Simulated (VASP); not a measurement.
Here is a VASP 6.6.1 calculation.

File INCAR:

```
  ALGO = Normal
  EDIFF = 1E-6
  ENCUT = 600
  GGA = PS
  GGA_COMPAT = False
  ISIF = 2
  ISMEAR = 0
  LASPH = True
  LCHARG = False
  LREAL = False
  LWAVE = False
  NBANDS = 15
  NELM = 120
  PREC = Accurate
  SIGMA = 0.01
```

Contents of KPOINTS:

```
k-points
0
Gamma
  6 6 6
```

File POSCAR:

```
CaO
1.0
   -0.0251364753      2.3820558295      2.3820558295
    2.3820558295     -0.0251364753      2.3820558295
    2.3820558295      2.3820558295     -0.0251364753
Ca O
1 1
Direct
    0.0000000000      0.0000000000      0.0000000000
    0.5000000000      0.5000000000      0.5000000000
```

Potentials or basis: VASP PAW PBE potentials, release 64 (Ca_sv, O).

The run is started by

```console
$ cat potpaw_PBE.64/Ca_sv/POTCAR potpaw_PBE.64/O/POTCAR > POTCAR
$ mpirun -np 1 vasp_std > vasp.out
```

(1) What does it give for the band gap on the k mesh?

(2) Predict the pressure.

Results:

(1) 3.49 eV (least direct gap 3.88 eV).

(2) -1.1 GPa.

Caveat: the PAW data sets were made with another functional, which shifts forces and pressure a little.
